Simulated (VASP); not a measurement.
**Fe: single point with PBEsol**

The system is Fe.

```
Fe
1.0
     2.77297    0.00000    0.00000
     0.00000    2.77297    0.00000
     0.00000    0.00000    2.80097
Fe
2
Direct
  0.00000 0.00000 0.00000
  0.50000 0.50000 0.50000
```

| Item | Value |
| --- | --- |
| Program | VASP 6.6.1 |
| Task | single point |
| Functional | PBEsol |
| Potentials or basis | VASP PAW PBE potentials, release 64 (Fe) |
| Cutoff | 520 eV |
| k mesh | 18 × 18 × 18 |
| Occupations | methfessel-paxton, width 0.1 eV |
| Spin | collinear spin, ferromagnetic start |
| Starting moments | [2.4, 2.4] μB |

| Property | Result |
| --- | --- |
| Pressure | 1.1 GPa |
| Net moment | 4.20 μB per cell |
| Site moments | Fe +2.08 μB |
| Valence electrons inside the program's atomic spheres | Fe 7.39 |

Stress tensor (GPa, compression positive):
```
 1.64  0.00  0.00
 0.00  1.64  0.00
 0.00  0.00 -0.11
```

Levels at points of the mesh, in eV from the Fermi level:
Spin up:
```csv
k point,band 8,band 9,band 10,band 11,band 12,band 13
"(0.00, 0.00, 0.00)",-1.04,0.19,0.21,0.21,9.94,10.34
"(0.50, 0.00, 0.00)",-1.95,-1.15,-1.15,0.36,0.36,17.50
"(0.50, 0.50, 0.00)",-0.82,0.46,0.46,0.51,0.51,7.87
"(0.00, 0.00, 0.50)",-1.93,-1.13,-1.13,0.24,0.24,17.74
"(0.50, 0.00, 0.50)",-0.85,0.37,0.37,0.50,0.50,7.76
"(0.50, 0.50, 0.50)",-0.83,-0.79,-0.79,8.93,8.93,8.93
```
Spin down:
```csv
k point,band 2,band 3,band 4,band 5,band 6,band 7,band 8,band 9,band 10,band 11
"(0.00, 0.00, 0.00)",-3.49,-3.47,-0.63,-0.63,-0.55,1.47,1.55,2.29,2.30,2.30
"(0.50, 0.00, 0.00)",-4.26,-1.08,-1.08,-0.24,-0.24,-0.17,-0.17,0.79,0.79,2.58
"(0.50, 0.50, 0.00)",-4.02,-2.04,-2.04,0.70,0.70,1.44,1.44,1.81,1.81,2.63
"(0.00, 0.00, 0.50)",-4.33,-1.12,-1.12,-0.16,-0.16,-0.16,-0.16,0.83,0.83,2.47
"(0.50, 0.00, 0.50)",-4.02,-1.95,-1.95,0.60,0.60,1.35,1.35,1.78,1.78,2.62
"(0.50, 0.50, 0.50)",-2.13,-2.09,-2.09,-2.09,-2.09,1.82,1.82,1.86,1.86,9.88
```

Run time: 2.2 min on 1 thread of Intel(R) Xeon(R) 6975P-C (Granite Rapids), on a shared host, peak memory 0.4 GiB.

Caveat: the PAW data sets were made with another functional, which shifts forces and pressure a little.
